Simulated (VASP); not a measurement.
Input of a VASP 6.6.1 run:

Contents of INCAR:

```
ALGO     = Normal         # electronic algorithm
EDIFF    = 1E-6           # SCF threshold, eV
ENCUT    = 520            # plane-wave cutoff, eV
GGA      = PS             # functional
ISIF     = 2              # what is computed and relaxed
ISMEAR   = 0              # smearing method
LASPH    = True           # aspherical terms in the spheres
LCHARG   = False          # write CHGCAR
LREAL    = False          # projectors in reciprocal space
LWAVE    = False          # write WAVECAR
NBANDS   = 14             # bands
NELM     = 100            # most SCF steps
PREC     = Accurate       # precision mode
SIGMA    = 0.15           # smearing width, eV
```

File KPOINTS:

```
k-points
0
Gamma
  18 18 10
```

Contents of POSCAR:

```
TiAl
1.0
    2.9102711662      0.0000000000      0.0000000000
   -1.4551355831      2.5203687618      0.0000000000
    0.0000000000      0.0000000000      4.6079117550
Ti Al
1 1
Direct
    0.0000000000      0.0000000000      0.0000000000
    0.3333333333      0.6666666667      0.5000000000
```

Potentials or basis: VASP PAW PBE potentials, release 64 (Ti_sv, Al).

The run is started by

```sh
$ cat potpaw_PBE.64/Ti_sv/POTCAR potpaw_PBE.64/Al/POTCAR > POTCAR
$ mpirun -np 1 vasp_std > vasp.out
```

Question: What does it give for the pressure?

Answer: -3.9 GPa.

Stress tensor (GPa, compression positive):
```
-4.65  0.00  0.00
 0.00 -4.65  0.00
 0.00  0.00 -2.32
```

Caveat: the cell differs from its parent crystal (strain +0.015 along x and y, -0.015 along z); the PAW data sets were made with another functional, which shifts forces and pressure a little.
